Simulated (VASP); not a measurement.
W, 4 atoms in the cell. Symmetry: Pbcm, No. 57, orthorhombic system. The conventional cell has a = 2.772 Å, b = 4.798 Å, c = 4.857 Å, α = 90.00°, β = 90.00°, γ = 90.00°. W (site symmetry m) has 12 W at 2.66 to 3.02 Å within 3.5 Å. 

- Program: VASP 6.6.1
- Task: single point
- Functional: PBEsol
- Potentials or basis: VASP PAW PBE potentials, release 64 (W_sv)
- Cutoff: 520 eV
- k mesh: 8 × 5 × 5
- Occupations: fermi-dirac, width 0.1 eV
- Spin: no spin polarisation
- Dipole correction: no
- Further INCAR settings: ALGO = Normal; EDIFF = 1e-06; NBANDS = 36

Potentials or basis: VASP PAW PBE potentials, release 64 (W_sv).

Launch:

```console
$ cat potpaw_PBE.64/W_sv/POTCAR > POTCAR
$ mpirun -np 1 vasp_std > vasp.out
```

Hardware: 1 thread of AMD EPYC 7R13, with other jobs on the host.

Task: Estimate the wall time of this run.

Result: It took 2.8 min on 1 thread of AMD EPYC 7R13 (shared host), peak memory 0.19 GiB. Counts: scf iterations 13, k points 45.
